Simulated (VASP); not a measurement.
Runs of VASP 6.6.1 on SiNi3. The structure is trigonal, space group R-3m (No. 166). The conventional cell has a = 2.586 Å, b = 2.586 Å, c = 22.986 Å, α = 90.00°, β = 90.00°, γ = 120.00°. Within 3.1 Å of Ni (site symmetry 3m) lie 3 Si at 2.34 Å and 9 Ni at 2.52 to 2.59 Å. Ni (site symmetry -3m) has 12 Ni at 2.52 to 2.59 Å within 3.3 Å. Within 3.1 Å of Si (site symmetry -3m) lie 6 Ni at 2.34 Å and 6 Si at 2.59 Å. 

```tsv
spin	fixed moment (μB)	k mesh	gap on the mesh (eV)	pressure (GPa)	moment (μB)	largest force (eV/Å)
collinear, ferromagnetic start	-	12 × 12 × 12	none	-5.9	0.41	0.02
collinear, ferromagnetic start	0.8	10 × 10 × 10	-	(a)	0.80	-
collinear, ferrimagnetic start	-	12 × 12 × 12	none	-5.9	0.41	0.02
collinear, zero start	0.0	10 × 10 × 10	-	-6.0	0.00	0.03
```

Alike in all rows: task single point; level PBEsol; potentials or basis VASP PAW PBE potentials, release 64 (Ni, Si); cell as given; cutoff (eV) 520; smearing fermi-dirac 0.05 eV.

**Question.** Fill in the values left out.

**Answer.** (a) -5.6.

Caveats: the cell stands under tension; the PAW data sets were made with another functional, which shifts forces and pressure a little; the total moment is fixed, so each spin has its own Fermi level and the state may be an excited one (at least some runs); the total moment is fixed, so each spin has its own Fermi level (at least some runs).

A gap of «none» marks levels without a gap at the run's occupations.
